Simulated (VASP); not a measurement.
# Gd (P6_3/mmc) in VASP: notebook, part 2 of 2

VASP 6.6.1. The steps go on from the part before.

**3. Single point, r2SCAN, collinear spin, ferromagnetic start**

Contents of POSCAR:

```
Gd
1.0
    3.6395052102      0.0000000000      0.0000000000
   -1.8197526051      3.1519039692      0.0000000000
    0.0000000000      0.0000000000      5.9110370954
Gd
2
Direct
    0.3333333333      0.6666666667      0.2500000000
    0.6666666667      0.3333333333      0.7500000000
```

Contents of INCAR.step1:

```
PREC = Accurate ; ENCUT = 520
ISMEAR = -1 ; SIGMA = 0.05
LREAL = False ; LASPH = True
NELM = 150 ; ISPIN = 2
MAGMOM = 7.588 7.588 ; LMAXMIX = 6
NBANDS = 29 ; GGA = PE
ALGO = Normal ; EDIFF = 1E-4
LWAVE = True ; LCHARG = False
```

Contents of INCAR.step2:

```
PREC = Accurate ; ENCUT = 520
EDIFF = 1E-6 ; ISMEAR = -1
SIGMA = 0.05 ; LREAL = False
LASPH = True ; NELM = 150
ALGO = Normal ; ISIF = 2
LWAVE = False ; LCHARG = True
ISPIN = 2 ; MAGMOM = 7.588 7.588
LORBIT = 11 ; LMAXMIX = 6
METAGGA = R2SCAN ; LMIXTAU = True
LELF = True ; LVHAR = True
NBANDS = 29 ; ISTART = 1
```

Contents of KPOINTS:

```
Automatic mesh
0
Gamma
  3 3 2
```

Potentials or basis: VASP PAW PBE potentials, release 64 (Gd).

Command:

```bash
cat potpaw_PBE.64/Gd/POTCAR > POTCAR
cp INCAR.step1 INCAR
mpirun -np 1 vasp_std > vasp.out
cp INCAR.step2 INCAR
mpirun -np 1 vasp_std > vasp.out
```

OUTCAR:

```text
PREC = Accurate
   ENCUT = 520
   EDIFF = 1E-6
   ISMEAR = -1
   LREAL = False
   LASPH = True
   NELM = 150
   ISIF = 2
   ISPIN = 2
   LORBIT = 11
   METAGGA = R2SCAN
   ISTART = 1

 ion  position               nearest neighbor table
   1  0.333  0.667  0.250-
   2  0.667  0.333  0.750-

  LATTYP: Found a hexagonal cell.
 ALAT       =     3.6395052102
 C/A-ratio  =     1.6241320603

  Lattice vectors:

 A1 = (   3.6395052102,   0.0000000000,   0.0000000000)
 A2 = (  -1.8197526051,   3.1519039692,   0.0000000000)
 A3 = (   0.0000000000,   0.0000000000,   5.9110370954)

Analysis of symmetry for initial positions (statically):
=====================================================================
 Subroutine PRICEL returns:
 Original cell was already a primitive cell.

 Routine SETGRP: Setting up the symmetry group for a
 hexagonal supercell.

 Subroutine GETGRP returns: Found 24 space group operations
 (whereof 12 operations were pure point group operations)
 out of a pool of 24 trial point group operations.

The static configuration has the point symmetry D_3d.
 The point group associated with its full space group is D_6h.

Analysis of symmetry for dynamics (positions and initial velocities):
=====================================================================
 Subroutine PRICEL returns:
 Original cell was already a primitive cell.

 Routine SETGRP: Setting up the symmetry group for a
 hexagonal supercell.

 Subroutine GETGRP returns: Found 24 space group operations
 (whereof 12 operations were pure point group operations)
 out of a pool of 24 trial point group operations.

The dynamic configuration has the point symmetry D_3d.
 The point group associated with its full space group is D_6h.

Analysis of structural, dynamic, and magnetic symmetry:
=====================================================================
[... 134 lines left out ...]
  ext. energy  EPLUGINS =         0.00000000
  ---------------------------------------------------
  free energy    TOTEN  =       -82.17741743 eV

  energy without entropy =      -82.15838746  energy(sigma->0) =      -82.16790245

 E-fermi :   2.8832     XC(G=0): -10.4537

 val. band max:        2.7506319705   @ k =   0.3333   0.3333   0.5000
 cond. band min:       2.9172490615   @ k =   0.3333   0.0000   0.0000
 fundamental gap:      0.1666170910
 Fermi energy:         2.8831924301

 spin component 1

 k-point     1 :       0.0000    0.0000    0.0000
  band No.  band energies     occupation
      1     -44.3903      1.00000
      2     -44.3299      1.00000
      3     -21.3894      1.00000
      4     -20.8329      1.00000
      5     -20.8328      1.00000
      6     -20.7444      1.00000
[... 181 lines left out ...]
     28       2.3799      0.99996
     29       5.3127      0.00000
 Fermi energy:         2.8831924301

 spin component 2

 k-point     1 :       0.0000    0.0000    0.0000
  band No.  band energies     occupation
      1     -40.4434      1.00000
      2     -40.3666      1.00000
      3     -18.6858      1.00000
      4     -17.9651      1.00000
      5     -17.9651      1.00000
      6     -17.8873      1.00000
[... 181 lines left out ...]
     28       5.2987      0.00000
     29       6.7459      0.00000

------------------------ aborting loop because EDIFF is reached ----------------------------------------

  FORCE on cell =-STRESS in cart. coord.  units (eV):
  Direction    XX          YY          ZZ          XY          YZ          ZX
  --------------------------------------------------------------------------------------
  -------------------------------------------------------------------------------------
  Total       -0.3606036     -0.3606036     -0.8118578      0.0000000     -0.0000000      0.0000000
  in kB       -8.5204314     -8.5204314    -19.1827788      0.0000000     -0.0000000      0.0000000
  external PRESSURE =     -12.0745472 kB  Pullay stress =       0.0000000 kB

 VOLUME and BASIS-vectors are now :
 -----------------------------------------------------------------------------
  energy-cutoff  :      520.00
  volume of cell :       67.81
      direct lattice vectors                 reciprocal lattice vectors
     3.639505210  0.000000000  0.000000000     0.274762624  0.158634275  0.000000000
    -1.819752605  3.151903969  0.000000000     0.000000000  0.317268549  0.000000000
     0.000000000  0.000000000  5.911037095     0.000000000  0.000000000  0.169175051

 POSITION                                       TOTAL-FORCE (eV/Angst)
 -----------------------------------------------------------------------------------
     -0.00000      2.10127      1.47776         0.000000     -0.000000      0.000000
      1.81975      1.05063      4.43328        -0.000000      0.000000      0.000000
 -----------------------------------------------------------------------------------
    total drift:                               -0.000000      0.000000     -0.000000

  FREE ENERGIE OF THE ION-ELECTRON SYSTEM (eV)
  ---------------------------------------------------
  free  energy   TOTEN  =       -82.1774174341 eV

  energy  without entropy=      -82.1583874613  energy(sigma->0) =      -82.16790245

 total charge

# of ion       s       p       d       f       tot
--------------------------------------------------
    1        2.067   5.606   0.578   6.938  15.189
    2        2.067   5.606   0.578   6.938  15.189
--------------------------------------------------
tot          4.134  11.211   1.157  13.876  30.378

 magnetization (x)

# of ion       s       p       d       f       tot
--------------------------------------------------
    1        0.007  -0.092   0.286   6.890   7.090
    2        0.007  -0.092   0.286   6.890   7.090
--------------------------------------------------
tot          0.013  -0.185   0.572  13.780  14.180
```

OSZICAR.step1:

```text
N       E                     dE             d eps       ncg     rms          rms(c)
DAV:   1     0.284662482949E+03    0.28466E+03   -0.12169E+04   922   0.633E+03
[... 13 lines left out ...]
DAV:  15    -0.234250925643E+02    0.81890E-01   -0.59576E-02  1097   0.497E+00    0.652E+00
DAV:  16    -0.234159332145E+02    0.91593E-02   -0.12750E-02  1344   0.149E+00    0.736E+00
DAV:  17    -0.234144941310E+02    0.14391E-02   -0.70918E-03  1280   0.168E+00    0.679E+00
DAV:  18    -0.234140408619E+02    0.45327E-03   -0.37732E-03  1280   0.128E+00    0.656E+00
DAV:  19    -0.234126925750E+02    0.13483E-02   -0.22779E-03  1178   0.108E+00    0.643E+00
DAV:  20    -0.234129121178E+02   -0.21954E-03   -0.16843E-03  1017   0.236E-01    0.681E+00
DAV:  21    -0.234128173234E+02    0.94794E-04   -0.50255E-05   448   0.163E-01
   1 F= -.23412817E+02 E0= -.23397072E+02  d E =-.314915E-01  mag=    15.5732
```

Wall time 2.7 min (1 thread of Intel Xeon Platinum 8488C (Sapphire Rapids), shared host); peak memory 0.23 GiB.

Results:

- Free energy: -82.1774 eV
- Pressure: -1.2 GPa
- Band gap on the k mesh: zero (filled and empty bands overlap)
- Net moment: 16.01 μB per cell
- Site moments: Gd +7.09 μB
- Valence electrons inside the program's atomic spheres: Gd 15.19

Stress tensor (GPa, compression positive):
```
-0.85  0.00  0.00
 0.00 -0.85  0.00
 0.00  0.00 -1.92
```

Levels at points of the mesh, in eV from the Fermi level:
Spin up:
```csv
k point,band 22,band 23,band 24,band 25,band 26,band 27,band 28,band 29
"(0.00, 0.00, 0.00)",-5.66,-5.56,-2.99,0.52,1.26,1.26,1.26,1.83
"(0.00, 0.00, 0.50)",-5.67,-4.13,-4.13,0.15,0.15,1.21,1.21,1.21
```
Spin down:
| k point | band 6 | band 7 | band 8 | band 9 | band 10 | band 11 | band 12 | band 13 | band 14 | band 15 |
| --- | --- | --- | --- | --- | --- | --- | --- | --- | --- | --- |
| (0.00, 0.00, 0.00) | -20.77 | -20.75 | -20.75 | -3.91 | -0.78 | 1.20 | 1.28 | 1.32 | 1.36 | 1.41 |
| (0.00, 0.00, 0.50) | -20.80 | -20.80 | -20.80 | -2.35 | -2.35 | 1.12 | 1.12 | 1.38 | 1.38 | 1.41 |

Caveat: the k points lie up to 0.66 Å⁻¹ apart; the PAW data sets were made with another functional, which shifts forces and pressure a little; spin-orbit coupling is left out, which moves the levels of the heavy elements.
